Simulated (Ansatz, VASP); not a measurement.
## Two plane-wave programs on NaCl

File INCAR:

```
ALGO = Normal
EDIFF = 1E-6
ENCUT = 520
GGA = PE
ISIF = 2
ISMEAR = 0
LASPH = T
LCHARG = T
LELF = T
LREAL = F
LVHAR = T
LWAVE = F
NBANDS = 14
NELM = 60
PREC = Accurate
SIGMA = 0.05
```

The input KPOINTS:

```
k-points
0
Gamma
  8 8 8
```

The input POSCAR:

```
NaCl
1.0
    0.0000000000      2.6871703931      2.6871703931
    2.6871703931      0.0000000000      2.6871703931
    2.6871703931      2.6871703931      0.0000000000
Na Cl
1 1
Direct
    0.0000000000      0.0000000000      0.0000000000
    0.5000000000      0.5000000000      0.5000000000
```

Input for Ansatz:

```yaml
crystal:
  lattice:
    - [0.0, 2.6871703931, 2.6871703931]
    - [2.6871703931, 0.0, 2.6871703931]
    - [2.6871703931, 2.6871703931, 0.0]
  atoms:
    - { symbol: Na, position: [0.0, 0.0, 0.0] }
    - { symbol: Cl, position: [0.5, 0.5, 0.5] }
basis:
  ecutwfc: 420
  ecutrho_ratio: 4
kpoints:
  mp_grid: { grid: [8, 8, 8] }
hamiltonian:
  xc: pbe
scf:
  occupations: { method: gaussian, width: 0.05 }
output:
  forces: true
  stress: true
  eigenvalues: true
```

Alike in both runs: task single point; functional PBE; k mesh 8 × 8 × 8; occupations gaussian, width 0.05 eV; no spin polarisation.

|  | VASP | Ansatz |
| --- | --- | --- |
| version | VASP 6.6.1 | Ansatz 0.2.0 |
| potentials or method | VASP PAW PBE potentials, release 64 (Na_pv, Cl), cutoff 520 eV | scalar-relativistic, plane waves, PAW |
| valence electrons in the cell | 14 | 16 |

```tsv
	VASP	Ansatz	Ansatz less VASP
gap on the k mesh at the Fermi level (eV)	5.73	5.73	+0.001
least direct gap on the mesh (eV)	5.73	5.73	+0.001
pressure (GPa)	6.2	6.2	+0.01
```

With one functional, cell and mesh, what is left measures potentials, basis and numerics. VASP's potentials hold 14 valence electrons a cell and Ansatz's 16, so a difference there can come from the potentials and not from the codes.
